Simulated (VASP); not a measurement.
Input of a VASP 6.6.1 run:

Contents of INCAR:

```
PREC = Accurate
ENCUT = 520
EDIFF = 1E-6
ISMEAR = -1
SIGMA = 0.05
LREAL = False
LASPH = True
NELM = 60
ALGO = Normal
ISIF = 2
LWAVE = False
LCHARG = True
GGA = PE
LELF = True
LVHAR = True
NBANDS = 11
```

The input KPOINTS:

```
Automatic mesh
0
Gamma
  11 11 10
```

File POSCAR:

```
Sr
1.0
    3.1618863095      0.0000000000      0.0000000000
   -1.5809431548      2.7382738679      0.0000000000
    0.0000000000      0.0000000000      2.8588744612
Sr
1
Direct
    0.0000000000      0.0000000000      0.0000000000
```

Potentials or basis: VASP PAW PBE potentials, release 64 (Sr_sv).

Run with:

```bash
$ cat potpaw_PBE.64/Sr_sv/POTCAR > POTCAR
$ mpirun -np 1 vasp_std > vasp.out
```

Predict the band gap on the k mesh.

zero (band 5 reaches 5.83 eV, above the bottom of band 6 at 4.77 eV).

Estimate the pressure.

28.5 GPa.

Stress tensor (GPa, compression positive):
```
28.42  0.00  0.00
 0.00 28.42  0.00
 0.00  0.00 28.72
```
